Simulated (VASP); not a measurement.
# SrTiO3 (Pm-3m) in VASP: a series of runs, part 2 of 2

VASP 6.6.1. Earlier steps stand in the parts before.

### 3 Single point, PBE (11.47 Å³/atom)

This run uses another cell than the first one, of 11.47 Å³/atom.

File INCAR:

```
  PREC = Accurate
  ENCUT = 600
  EDIFF = 1E-6
  ISMEAR = 0
  SIGMA = 0.02
  LREAL = False
  LASPH = True
  NELM = 120
  ALGO = Normal
  ISIF = 2
  LWAVE = False
  LCHARG = True
  GGA = PE
  LELF = True
  LVHAR = True
  NBANDS = 28
  GGA_COMPAT = False
```

File KPOINTS:

```
Automatic mesh
0
Gamma
  8 8 8
```

File POSCAR:

```
SrTiO3
1.0
    3.8559982656      0.0000000000      0.0000000000
    0.0000000000      3.8559982656      0.0000000000
    0.0000000000      0.0000000000      3.8559982656
Sr Ti O
1 1 3
Direct
    0.5000000000      0.5000000000      0.5000000000
    0.0000000000      0.0000000000      0.0000000000
    0.5000000000      0.0000000000      0.0000000000
    0.0000000000      0.5000000000      0.0000000000
    0.0000000000      0.0000000000      0.5000000000
```

Potentials or basis: VASP PAW PBE potentials, release 64 (Sr_sv, Ti_sv, O).

Run with:

```console
cat potpaw_PBE.64/Sr_sv/POTCAR potpaw_PBE.64/Ti_sv/POTCAR potpaw_PBE.64/O/POTCAR > POTCAR
mpirun -np 1 vasp_std > vasp.out
```

OUTCAR:

```text
PREC = Accurate
   ENCUT = 600
   EDIFF = 1E-6
   ISMEAR = 0
   LREAL = False
   LASPH = True
   NELM = 120
   ISIF = 2
   GGA = PE

 ion  position               nearest neighbor table
   1  0.500  0.500  0.500-   3 2.73   4 2.73   5 2.73   3 2.73   4 2.73   3 2.73   5 2.73   3 2.73
                             4 2.73   5 2.73   4 2.73   5 2.73   2 3.34   2 3.34   2 3.34   2 3.34
   2  0.000  0.000  0.000-   3 1.93   4 1.93   5 1.93   5 1.93   4 1.93   3 1.93   1 3.34   1 3.34
                             1 3.34   1 3.34   1 3.34   1 3.34   1 3.34   1 3.34
   3  0.500  0.000  0.000-   2 1.93   2 1.93   1 2.73   1 2.73   1 2.73   1 2.73
   4  0.000  0.500  0.000-   2 1.93   2 1.93   1 2.73   1 2.73   1 2.73   1 2.73
[... 951 lines left out ...]
  Total        4.5087157      4.5087157      4.5087157      0.0000000      0.0000000     -0.0000000
  in kB      125.9948931    125.9948931    125.9948931      0.0000000      0.0000000     -0.0000000
  external PRESSURE =     125.9948931 kB  Pullay stress =       0.0000000 kB

 VOLUME and BASIS-vectors are now :
 -----------------------------------------------------------------------------
  energy-cutoff  :      600.00
  volume of cell :       57.33
      direct lattice vectors                 reciprocal lattice vectors
     3.855998266  0.000000000  0.000000000     0.259336216  0.000000000  0.000000000
     0.000000000  3.855998266  0.000000000     0.000000000  0.259336216  0.000000000
     0.000000000  0.000000000  3.855998266     0.000000000  0.000000000  0.259336216

 POSITION                                       TOTAL-FORCE (eV/Angst)
 -----------------------------------------------------------------------------------
      1.92800      1.92800      1.92800         0.000000      0.000000      0.000000
      0.00000      0.00000      0.00000         0.000000      0.000000      0.000000
      1.92800      0.00000      0.00000         0.000000      0.000000      0.000000
      0.00000      1.92800      0.00000         0.000000      0.000000      0.000000
      0.00000      0.00000      1.92800         0.000000      0.000000      0.000000
 -----------------------------------------------------------------------------------
    total drift:                                0.000000      0.000000     -0.000000

  FREE ENERGIE OF THE ION-ELECTRON SYSTEM (eV)
  ---------------------------------------------------
  free  energy   TOTEN  =       -39.9595861244 eV

  energy  without entropy=      -39.9595861244  energy(sigma->0) =      -39.95958612
```

OSZICAR:

```text
N       E                     dE             d eps       ncg     rms          rms(c)
DAV:   1     0.455172793789E+03    0.45517E+03   -0.22485E+04  1960   0.173E+03
DAV:   2    -0.370425980681E+01   -0.45888E+03   -0.43725E+03  2232   0.458E+02
DAV:   3    -0.473618608247E+02   -0.43658E+02   -0.43192E+02  2184   0.143E+02
DAV:   4    -0.500403152414E+02   -0.26785E+01   -0.26726E+01  3392   0.293E+01
DAV:   5    -0.500767792691E+02   -0.36464E-01   -0.36452E-01  2480   0.313E+00    0.281E+01
DAV:   6    -0.399500744144E+02    0.10127E+02   -0.51279E+01  2788   0.660E+01    0.156E+01
DAV:   7    -0.400029545565E+02   -0.52880E-01   -0.67963E+00  2560   0.200E+01    0.116E+01
DAV:   8    -0.400383581191E+02   -0.35404E-01   -0.13876E+00  2360   0.126E+01    0.276E+00
DAV:   9    -0.399678460043E+02    0.70512E-01   -0.32888E-01  2388   0.586E+00    0.109E+00
DAV:  10    -0.399655083333E+02    0.23377E-02   -0.93645E-02  2404   0.211E+00    0.718E-01
DAV:  11    -0.399596069618E+02    0.59014E-02   -0.23729E-02  2952   0.147E+00    0.145E-01
DAV:  12    -0.399596089926E+02   -0.20308E-05   -0.14223E-03  2496   0.413E-01    0.113E-01
DAV:  13    -0.399595974589E+02    0.11534E-04   -0.78022E-04  2608   0.195E-01    0.584E-02
DAV:  14    -0.399595936787E+02    0.37802E-05   -0.70088E-05  2648   0.639E-02    0.298E-02
DAV:  15    -0.399595866763E+02    0.70024E-05   -0.17755E-05  2824   0.390E-02    0.171E-02
DAV:  16    -0.399595860719E+02    0.60440E-06   -0.16277E-05  2260   0.295E-02    0.253E-03
DAV:  17    -0.399595861244E+02   -0.52503E-07   -0.91886E-07  1300   0.854E-03
   1 F= -.39959586E+02 E0= -.39959586E+02  d E =-.105607E-93
```

stdout:

```text
POSCAR found type information on POSCAR SrTiO
 POSCAR found :  3 types and       5 ions
 scaLAPACK will be used
 LDA part: xc-table for (Slater+PW92), standard interpolation
 POSCAR, INCAR and KPOINTS ok, starting setup
 FFT: planning ... GRIDC
 FFT: planning ... GRID_SOFT
 FFT: planning ... GRID
 WAVECAR not read
 entering main loop
```

Wall time 29 s (1 thread of Intel Xeon 6975P-C (Granite Rapids), shared host); peak memory 0.22 GiB.

Results:

| Property | Result |
| --- | --- |
| Free energy | -39.9596 eV |
| Pressure | 12.6 GPa |
| Band gap on the k mesh | 1.93 eV (least direct gap 2.26 eV) |

Caveat: the cell stands under pressure. A k mesh can miss the band edges.

### 4 Single point, PBE (11.83 Å³/atom)

This run uses another cell than the first one, of 11.83 Å³/atom.

File INCAR:

```
ALGO = Normal ; EDIFF = 1E-6
ENCUT = 600 ; GGA = PE
GGA_COMPAT = False ; ISIF = 2
ISMEAR = 0 ; LASPH = True
LCHARG = False ; LREAL = False
LWAVE = False ; NBANDS = 28
NELM = 120 ; PREC = Accurate
SIGMA = 0.02
```

File KPOINTS:

```
k-points
0
Gamma
  8 8 8
```

POSCAR, as its differences from that of step 3:

```diff
@@ -2,5 +2,5 @@
 1.0
-    3.8559982656      0.0000000000      0.0000000000
-    0.0000000000      3.8559982656      0.0000000000
-    0.0000000000      0.0000000000      3.8559982656
+    3.8965907040      0.0000000000      0.0000000000
+    0.0000000000      3.8965907040      0.0000000000
+    0.0000000000      0.0000000000      3.8965907040
 Sr Ti O
```

Run with:

```console
cat potpaw_PBE.64/Sr_sv/POTCAR potpaw_PBE.64/Ti_sv/POTCAR potpaw_PBE.64/O/POTCAR > POTCAR
mpirun -np 1 vasp_std > vasp.out
```

It took 30 s on 1 thread of Intel Xeon 6975P-C (Granite Rapids), shared host; peak memory 0.22 GiB.

It converged, with:

- Free energy: -40.0695 eV
- Pressure: 6.0 GPa
- Band gap on the k mesh: 1.87 eV (least direct gap 2.22 eV)

Levels at points of the mesh, in eV from the valence-band top:
```tsv
k point	band 17	band 18	band 19	band 20	band 21	band 22	band 23	band 24
(0.00, 0.00, 0.00)	-1.18	-0.35	-0.35	-0.35	1.87	1.87	1.87	4.35
(0.50, 0.00, 0.00)	-2.37	-2.01	-0.73	-0.73	2.04	3.81	3.81	4.37
(0.50, 0.50, 0.00)	-1.72	-1.58	-1.58	-0.09	3.82	3.82	4.28	5.35
(0.50, 0.50, 0.50)	-3.75	0.00	0.00	0.00	4.50	4.50	4.50	6.97
```

Caveat: the cell stands under pressure.

### 5 The runs side by side

```tsv
cell	gap on the mesh (eV)	pressure (GPa)
a = 3.815 Å, 5 atoms	1.98	20.3
a = 3.856 Å, 5 atoms	1.93	12.6
a = 3.897 Å, 5 atoms	1.87	6.0
```

Alike in all rows: task single point; level PBE; potentials or basis VASP PAW PBE potentials, release 64 (Sr_sv, Ti_sv, O); no spin polarisation; k mesh 8 × 8 × 8; cutoff (eV) 600; smearing gaussian 0.02 eV.

Caveats: the cell stands under pressure.

Absolute energies hang on the potentials; compare differences alone.
